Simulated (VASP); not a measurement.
Write the native input for VASP 6.6.1 that does the following.

- Task: single point
- Functional: PBEsol
- Potentials or basis: VASP PAW PBE potentials, release 64 (Al)
- Cutoff: 520 eV
- k mesh: 18 × 18 × 10
- Occupations: gaussian, width 0.15 eV
- Spin: no spin polarisation
- Dipole correction: no
- Further INCAR settings: ALGO = Normal; EDIFF = 1e-07; NBANDS = 10

The structure of Al lies in POSCAR:

```
Al
1.0
    2.7699000000      0.0000000000      0.0000000000
   -1.3849500000      2.3988037660      0.0000000000
    0.0000000000      0.0000000000      5.0094000000
Al
2
Direct
    0.6666666667      0.3333333333      0.7500000000
    0.3333333333      0.6666666667      0.2500000000
```

One way to write it, as run:

INCAR

```
PREC = Accurate ; ENCUT = 520
EDIFF = 1E-7 ; ISMEAR = 0
SIGMA = 0.15 ; LREAL = F
LASPH = T ; NELM = 80
ALGO = Normal ; ISIF = 2
LWAVE = F ; LCHARG = F
GGA = PS ; NBANDS = 10
```

KPOINTS

```
regular mesh
0
Gamma
  18 18 10
```

Potentials or basis: VASP PAW PBE potentials, release 64 (Al).

Launch:

```bash
$ cat potpaw_PBE.64/Al/POTCAR > POTCAR
$ mpirun -np 1 vasp_std > vasp.out
```

Results of the run:

```json
{"Pressure": "-0.5 GPa", "Band gap on the k mesh": "zero (band 3 reaches 11.13 eV, above the bottom of band 4 at 4.88 eV)"}
```

Caveat: the PAW data sets were made with another functional, which shifts forces and pressure a little.

Run time: 20 s on 1 thread of Intel(R) Xeon(R) 6975P-C (Granite Rapids) (shared host), peak memory 0.19 GiB.
